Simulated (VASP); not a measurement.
AlNi, 2 atoms in the cell. It takes space group Pm-3m (No. 221, cubic). The conventional cell has a = 2.881 Å, b = 2.881 Å, c = 2.881 Å, α = 90.00°, β = 90.00°, γ = 90.00°. Within 3.3 Å of Al (site symmetry m-3m) lie 8 Ni at 2.50 Å and 6 Al at 2.88 Å. Ni (site symmetry m-3m) has 8 Al at 2.50 Å and 6 Ni at 2.88 Å within 3.3 Å. 

* Program: VASP 6.6.1
* Task: electric field gradients
* Functional: PBE
* Potentials or basis: VASP PAW PBE potentials, release 64 (Al, Ni)
* Cutoff: 520 eV
* k mesh: 14 × 14 × 14
* Occupations: fermi-dirac, width 0.03 eV
* Spin: collinear spin, ferromagnetic start
* Starting moments: [0.0, 1.5] μB
* Dipole correction: no
* Further INCAR settings: ALGO = Normal; EDIFF = 1e-08; NBANDS = 18

Potentials or basis: VASP PAW PBE potentials, release 64 (Al, Ni).

Run with:

```console
$ cat potpaw_PBE.64/Al/POTCAR potpaw_PBE.64/Ni/POTCAR > POTCAR
$ mpirun -np 1 vasp_std > vasp.out
```

Hardware: 1 thread of AMD EPYC 7R13, on a shared host.

Task: How long does it take, and how much memory?

Result: It took 3.7 min on 1 thread of AMD EPYC 7R13, on a shared host, peak memory 0.18 GiB. Counts: scf iterations 17, k points 120.
